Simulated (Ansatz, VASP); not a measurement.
**Mo2PbAu2: VASP beside Ansatz**

Contents of INCAR:

```
SYSTEM = Mo2PbAu2
PREC     = Accurate       ! precision mode
ENCUT    = 520            ! plane-wave cutoff, eV
EDIFF    = 1E-7           ! SCF threshold, eV
ISMEAR   = -1             ! smearing method
SIGMA    = 0.1            ! smearing width, eV
LREAL    = .FALSE.        ! projectors in reciprocal space
LASPH    = .TRUE.         ! aspherical terms in the spheres
NELM     = 100            ! most SCF steps
ALGO     = Normal         ! electronic algorithm
ISIF     = 2              ! what is computed and relaxed
LWAVE    = .FALSE.        ! write WAVECAR
LCHARG   = .FALSE.        ! write CHGCAR
GGA      = CA             ! functional
NBANDS   = 75             ! bands
```

The input KPOINTS:

```
regular mesh
0
G
  3 3 5
  0 0 0
```

Contents of POSCAR:

```
Mo2PbAu2
1.0
    7.3262545100      0.0000000000      0.0000000000
    0.0000000000      7.3262545100      0.0000000000
    0.0000000000      0.0000000000      3.6245666400
Au Pb Mo
4 2 4
Direct
    0.3767000000      0.8767000000      0.0000000000
    0.1233000000      0.3767000000      0.0000000000
    0.6233000000      0.1233000000      0.0000000000
    0.8767000000      0.6233000000      0.0000000000
    0.0000000000      0.0000000000      0.0000000000
    0.5000000000      0.5000000000      0.0000000000
    0.1778000000      0.6778000000      0.5000000000
    0.3222000000      0.1778000000      0.5000000000
    0.8222000000      0.3222000000      0.5000000000
    0.6778000000      0.8222000000      0.5000000000
```

Input for Ansatz:

```yaml
crystal:
  lattice:
    - [7.32625451, 0.0, 0.0]
    - [0.0, 7.32625451, 0.0]
    - [0.0, 0.0, 3.62456664]
  atoms:
    - { symbol: Au, position: [0.3767, 0.8767, 0.0] }
    - { symbol: Au, position: [0.1233, 0.3767, 0.0] }
    - { symbol: Au, position: [0.6233, 0.1233, 0.0] }
    - { symbol: Au, position: [0.8767, 0.6233, 0.0] }
    - { symbol: Pb, position: [0.0, 0.0, 0.0] }
    - { symbol: Pb, position: [0.5, 0.5, 0.0] }
    - { symbol: Mo, position: [0.1778, 0.6778, 0.5] }
    - { symbol: Mo, position: [0.3222, 0.1778, 0.5] }
    - { symbol: Mo, position: [0.8222, 0.3222, 0.5] }
    - { symbol: Mo, position: [0.6778, 0.8222, 0.5] }
  symmetry: { tolerance: 0.0003 }
kpoints:
  mp_grid: { grid: [3, 3, 5], shift: [0, 0, 0] }
magnetization:
  spin_polarized: false
scf:
  occupations: { method: fermi_dirac }
hamiltonian:
  pseudopotentials: { kind: paw }
  xc: lda
basis:
  ecutwfc: 420
output:
  forces: true
  stress: true
  eigenvalues: true
```

Alike in both runs: task single point; functional LDA; k mesh 3 × 3 × 5; no spin polarisation.

|  | VASP | Ansatz |
| --- | --- | --- |
| version | VASP 6.6.1 | Ansatz 0.2.0 |
| potentials or method | VASP PAW LDA potentials, release 64 (Au, Pb_d, Mo_sv), cutoff 520 eV | PAW plane waves |
| occupations | fermi-dirac, width 0.1 eV | fermi-dirac |
| valence electrons in the cell | 128 | 160 |

|  | VASP | Ansatz | Ansatz less VASP |
| --- | --- | --- | --- |
| gap on the k mesh at the Fermi level (eV) | none | none | - |
| pressure (GPa) | -9.9 | -10.2 | -0.33 |
| traceless stress, the component that is largest in VASP (GPa) | -2.38 | -2.45 | -0.075 |
| rms of the force components (eV/Å) | 0.409 | 0.411 | +0.0013 |

LDA's correlation is that of Perdew and Zunger in VASP and of Perdew and Wang (1992) in Ansatz. Atom by atom the forces differ by 0.002 eV/Å (rms over components). A gap of «none» marks a metal or a gap that the smearing closes. VASP's potentials hold 128 valence electrons a cell and Ansatz's 160, so a difference there can come from the potentials and not from the codes.

Spin-orbit coupling is off throughout.
